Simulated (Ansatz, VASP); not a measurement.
**Nb: VASP and Ansatz over several settings**

```
Nb
1.0
     0.00000    2.11500    2.11500
     2.11500    0.00000    2.11500
     2.11500    2.11500    0.00000
Nb
1
Direct
  0.00000 0.00000 0.00000
```

Single points on this cell with VASP 6.6.1 and Ansatz 0.2.0. Each row is one pair of runs. Alike in all rows: spin: off; k mesh: 6 × 6 × 6; smearing: fermi-dirac, width 0.05 eV; VASP's potentials, cutoff: VASP PAW PBE potentials, release 64 (Nb_sv), 520 eV.

```csv
level,"Ansatz's potentials, cutoff","gap on the k mesh at the Fermi level (eV), VASP","gap on the k mesh at the Fermi level (eV), Ansatz","pressure (GPa), VASP","pressure (GPa), Ansatz"
r2SCANh,"Ansatz PAW, 500 eV",none,none,-1.0,-0.7
r2SCAN50,"Ansatz PAW, 500 eV",none,none,-8.7,-5.0
HF,"Ansatz PAW, 420 eV",none,?,4.6,?
```

Fill in what Ansatz gave in row 3.

gap on the k mesh at the Fermi level (eV): none; pressure (GPa): 9.3.

A gap of «none» marks a metal or a gap that the smearing closes.

The k mesh is coarse, so the values compare programs but aren't converged.
